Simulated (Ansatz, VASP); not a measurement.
One calculation of Te, two programs

```
Te
1.0
     5.79314    0.00000    0.00000
    -2.89657    5.01701    0.00000
     0.00000    0.00000    3.05391
Te
3
Direct
  0.00000 0.00000 0.00000
  0.33333 0.66667 0.50000
  0.66667 0.33333 0.50000
```

Alike in both runs: functional r2SCAN; k mesh 9 × 9 × 16; occupations gaussian, width 0.1 eV; no spin polarisation.

Ansatz relaxed the structure, and its values are those at the end. VASP's run is a single point on that final structure, the one shown.

```csv
,VASP,Ansatz
version,VASP 6.6.1,Ansatz 0.2.0
potentials or method,"VASP PAW PBE potentials, release 64 (Te), cutoff 520 eV","scalar-relativistic, plane waves, PAW"
valence electrons in the cell,18,48
```

|  | VASP | Ansatz | Ansatz less VASP |
| --- | --- | --- | --- |
| gap on the k mesh at the Fermi level (eV) | none | none | - |
| pressure (GPa) | 0.0 | 0.0 | +0.05 |

VASP's potentials were made for PBE, not for r2SCAN. A gap of «none» marks a metal or a gap that the smearing closes. VASP's potentials hold 18 valence electrons a cell and Ansatz's 48, so a difference there can come from the potentials and not from the codes.

Neither program's run includes spin-orbit coupling.
